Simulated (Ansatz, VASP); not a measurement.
**Two plane-wave programs on SnGe5**

Contents of INCAR:

```
PREC = Accurate
ENCUT = 600
EDIFF = 1E-6
ISMEAR = 0
SIGMA = 0.1
LREAL = F
LASPH = T
NELM = 100
ALGO = Normal
ISIF = 3
LWAVE = F
LCHARG = F
GGA = PE
IBRION = 2
NSW = 90
EDIFFG = -0.04
```

Contents of KPOINTS:

```
regular mesh
0
Gamma
  3 3 6
```

Contents of POSCAR:

```
SnGe5
1.0
    7.6909608899      0.0000000000      0.0000000000
   -3.8454804450      6.6605675102      0.0000000000
    0.0000000000      0.0000000000      3.0578620549
Sn Ge
1 5
Direct
    0.0000000000      0.0000000000      0.0000000000
    0.6418039882      0.0000000000      0.0000000000
    0.0000000000      0.6418039882      0.0000000000
    0.3581960118      0.3581960118      0.0000000000
    0.3333333333      0.6666666667      0.0000000000
    0.6666666667      0.3333333333      0.0000000000
```

Input for Ansatz:

```yaml
crystal:
  lattice:
    - [7.6909608899, 0.0, 0.0]
    - [-3.845480445, 6.6605675102, 0.0]
    - [0.0, 0.0, 3.0578620549]
  atoms:
    - { symbol: Sn, position: [0.0, 0.0, 0.0] }
    - { symbol: Ge, position: [0.6418039882, 0.0, 0.0] }
    - { symbol: Ge, position: [0.0, 0.6418039882, 0.0] }
    - { symbol: Ge, position: [0.3581960118, 0.3581960118, 0.0] }
    - { symbol: Ge, position: [0.3333333333, 0.6666666667, 0.0] }
    - { symbol: Ge, position: [0.6666666667, 0.3333333333, 0.0] }
basis:
  ecutwfc: 420
kpoints:
  mp_grid: { grid: [3, 3, 6] }
hamiltonian:
  xc: pbe
scf:
  occupations: { method: gaussian, width: 0.1 }
  lower_state_search: "off"
output:
  forces: true
  stress: true
  eigenvalues: true
relax:
  adjacent_minimum: "off"
  f_tol: 0.04
  max_steps: 70
  cell: { stress_tol: 0.4 }
```

Alike in both runs: task relaxation of cell and atoms; functional PBE; k mesh 3 × 3 × 6; occupations gaussian, width 0.1 eV; no spin polarisation.

```csv
,VASP,Ansatz
version,VASP 6.6.1,Ansatz 0.2.0
potentials or method,"VASP PAW PBE potentials, release 64 (Sn_d, Ge_d), cutoff 600 eV","scalar-relativistic, plane waves, PAW"
valence electrons in the cell,84,84
```

|  | VASP | Ansatz | Ansatz less VASP |
| --- | --- | --- | --- |
| gap on the k mesh at the Fermi level, each at its own relaxed structure (eV) | none | none | - |
| relaxed volume (Å³/atom) | 25.63 | 25.60 | -0.024 |
| relaxed length of the cell vector where the two differ most in proportion (Å) | 7.887 | 7.883 | -0.0043 |

A gap of «none» marks a metal or a gap that the smearing closes.
